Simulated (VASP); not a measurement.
# AlSn (P-6m2) in VASP: further runs, part 2 of 2

VASP 6.6.1. The steps go on from the part before.

### 5 Relaxation of cell and atoms, PBEsol, target pressure 10 GPa, at which the enthalpy is minimised

INCAR

```
ALGO = Normal
EDIFF = 1E-7
EDIFFG = -0.01
ENCUT = 500
GGA = PS
GGA_COMPAT = False
IBRION = 2
ISIF = 3
ISMEAR = -1
LASPH = True
LCHARG = False
LREAL = False
LWAVE = False
NELM = 120
NELMIN = 4
NSW = 80
PREC = Accurate
PSTRESS = 100.0
SIGMA = 0.05
```

KPOINTS

```
k-points
0
Gamma
  7 7 8
```

POSCAR

```
AlSn
1.0
    4.1981056157      0.0000000000      0.0000000000
   -2.0990528078      3.6356661109      0.0000000000
    0.0000000000      0.0000000000      3.3068470000
Sn Al
1 1
Direct
    0.3333333333      0.6666666667      0.5000000000
    0.0000000000      0.0000000000      0.0000000000
```

Run with:

```console
$ cat potpaw_PBE.64/Sn_d/POTCAR potpaw_PBE.64/Al/POTCAR > POTCAR
$ mpirun -np 1 vasp_std > vasp.out
```

Wall time 89 s (1 thread of Intel Xeon 6975P-C, shared host); peak memory 0.18 GiB.

It converged, with:

* Free energy: -7.8007 eV
* Relaxed volume: 21.19 Å³/atom
* Relaxed cell: a = 3.913 Å, b = 3.913 Å, c = 3.196 Å, α = 90.00°, β = 90.00°, γ = 120.00°
* Space group after relaxing (to 0.05 Å): P-6m2 (No. 187)
* Energy change on relaxing (the enthalpy is what falls): +82.6 meV/atom
* Ionic steps: 8
* Pressure after relaxing: 10.0 GPa

The path:
```tsv
step	energy change (eV)	largest force (eV/Å)	pressure (GPa)	volume (Å³)
1	0.0000	0.0000	-1.83	50.47
2	0.6219	0.0000	23.51	38.05
3	0.1541	0.0000	9.83	42.72
4	0.1632	0.0000	10.16	42.57
5	0.1617	0.0000	10.17	42.49
6	0.1673	0.0000	9.96	42.35
7	0.1656	0.0000	9.97	42.37
8	0.1652	0.0000	9.98	42.38
```

Final structure:
```
Sn Al
1.0
     3.91280    0.00000    0.00000
    -1.95640    3.38859    0.00000
     0.00000    0.00000    3.19638
Sn Al
1 1
Cartesian
  0.0000 2.2591 1.5982
  0.0000 0.0000 0.0000
```

Levels at points of the mesh, in eV from the Fermi level:
```tsv
k point	band 4	band 5	band 6	band 7	band 8	band 9	band 10	band 11	band 12
(0.00, 0.00, 0.00)	-21.26	-21.26	-11.67	-0.01	-0.01	2.13	2.26	3.47	3.47
(0.00, 0.00, 0.50)	-21.28	-21.20	-8.32	-7.20	3.26	3.26	4.13	4.13	5.10
```

Caveat: the cell is relaxed towards a set pressure, so the enthalpy falls and the energy may rise; the volume moved by over 15 % at a fixed basis, so the end points are rough; the PAW data sets were made with another functional, which shifts forces and pressure a little; spin-orbit coupling is left out, which moves the levels of the heavy elements.

### 6 Relaxation of cell and atoms, PBEsol, target pressure 20 GPa, at which the enthalpy is minimised

INCAR

```
SYSTEM = AlSn
ALGO     = Normal         ! electronic algorithm
EDIFF    = 1E-7           ! SCF threshold, eV
EDIFFG   = -0.01          ! ionic threshold
ENCUT    = 500            ! plane-wave cutoff, eV
GGA      = PS             ! functional
GGA_COMPAT= .False.      
IBRION   = 2              ! ionic algorithm
ISIF     = 3              ! what is computed and relaxed
ISMEAR   = -1             ! smearing method
LASPH    = .True.         ! aspherical terms in the spheres
LCHARG   = .False.        ! write CHGCAR
LREAL    = .False.        ! projectors in reciprocal space
LWAVE    = .False.        ! write WAVECAR
NELM     = 120            ! most SCF steps
NELMIN   = 4            
NSW      = 80             ! ionic steps
PREC     = Accurate       ! precision mode
PSTRESS  = 200.0        
SIGMA    = 0.05           ! smearing width, eV
```

KPOINTS

```
k-points
0
Gamma
  7 7 8
  0 0 0
```

POSCAR is that of step 5.

Potentials or basis: VASP PAW PBE potentials, release 64 (Sn_d, Al).

Run with:

```console
$ cat potpaw_PBE.64/Sn_d/POTCAR potpaw_PBE.64/Al/POTCAR > POTCAR
$ mpirun -np 1 vasp_std > vasp.out
```

Wall time 2.5 min (1 thread of Intel Xeon 6975P-C, shared host); peak memory 0.19 GiB.

The run converged. Its results:

* Free energy: -7.4396 eV
* Relaxed volume: 19.15 Å³/atom
* Relaxed cell: a = 3.639 Å, b = 3.639 Å, c = 3.340 Å, α = 90.00°, β = 90.00°, γ = 120.00°
* Space group after relaxing (to 0.05 Å): P-6m2 (No. 187)
* Energy change on relaxing (the enthalpy is what falls): +263.1 meV/atom
* Ionic steps: 17
* Pressure after relaxing: 20.0 GPa

The path:
```
step  energy change (eV)  largest force (eV/Å)  pressure (GPa)  volume (Å³)
   1              0.0000                0.0000           -1.83        50.47
   2              3.2761                0.0000           85.10        29.29
   3              0.4134                0.0000           17.93        39.68
   4              0.4684                0.0000           19.43        39.20
   5              0.4939                0.0000           20.12        39.00
   6              0.4891                0.0000           20.15        38.92
   7              0.5023                0.0000           20.06        38.67
   8              0.5747                0.0000           20.69        37.98
   9              0.5249                0.0000           20.25        38.45
  10              0.5372                0.0000           20.47        38.22
  11              0.5515                0.0000           20.58        38.10
  12              0.5449                0.0000           20.51        38.15
  13              0.4630                0.0000           18.07        38.83
  14              0.5277                0.0000           20.02        38.29
  15              0.5274                0.0000           20.01        38.29
  16              0.5250                0.0000           19.97        38.31
  17              0.5262                0.0000           19.99        38.30
```

Final structure:
```yaml
crystal:
  lattice:
    - [3.63889, 0.00000, 0.00000]
    - [-1.81945, 3.15137, 0.00000]
    - [0.00000, 0.00000, 3.33974]
  atoms:
    - { symbol: Sn, position: [0.33333, 0.66667, 0.50000] }
    - { symbol: Al, position: [0.00000, 0.00000, 0.00000] }
```

Levels at points of the mesh, in eV from the Fermi level:
```
           k point  band 4  band 5  band 6  band 7  band 8  band 9  band 10  band 11  band 12
(0.00, 0.00, 0.00)  -21.28  -21.28  -12.27    0.43    1.24    1.24     3.45     4.37     4.58
(0.00, 0.00, 0.50)  -21.30  -21.24   -9.31   -8.03    4.26    4.26     5.04     5.04     6.78
```

Caveat: the cell is relaxed towards a set pressure, so the enthalpy falls and the energy may rise; the volume moved by over 15 % at a fixed basis, so the end points are rough; the PAW data sets were made with another functional, which shifts forces and pressure a little; spin-orbit coupling is left out, which moves the levels of the heavy elements.

### 7 Overview

```csv
task,cell,gap on the mesh (eV),pressure (GPa)
single point,"a = 4.157, b = 4.157, c = 3.373 Å, angles 90.0, 90.0, 120.0°, 2 atoms",none,-2.1
single point,"a = 4.117, b = 4.117, c = 3.439 Å, angles 90.0, 90.0, 120.0°, 2 atoms",none,-2.4
relaxation of cell and atoms,"relaxed to 5 GPa from a = 4.198, b = 4.198, c = 3.307 Å, angles 90.0, 90.0, 120.0°, 2 atoms",none,5.0
relaxation of cell and atoms,"relaxed to 10 GPa from a = 4.198, b = 4.198, c = 3.307 Å, angles 90.0, 90.0, 120.0°, 2 atoms",none,10.0
relaxation of cell and atoms,"relaxed to 20 GPa from a = 4.198, b = 4.198, c = 3.307 Å, angles 90.0, 90.0, 120.0°, 2 atoms",none,20.0
```

Alike in all rows: level PBEsol; potentials or basis VASP PAW PBE potentials, release 64 (Sn_d, Al); no spin polarisation; k mesh 7 × 7 × 8; cutoff (eV) 500; smearing fermi-dirac 0.05 eV.

Caveats: the PAW data sets were made with another functional, which shifts forces and pressure a little; spin-orbit coupling is left out, which moves the levels of the heavy elements; the cell is relaxed towards a set pressure, so the enthalpy falls and the energy may rise (some runs); the volume moved by over 15 % at a fixed basis, so the end points are rough (some runs).

Total energies depend on the potentials used, so only differences within one code and one set of settings carry meaning.
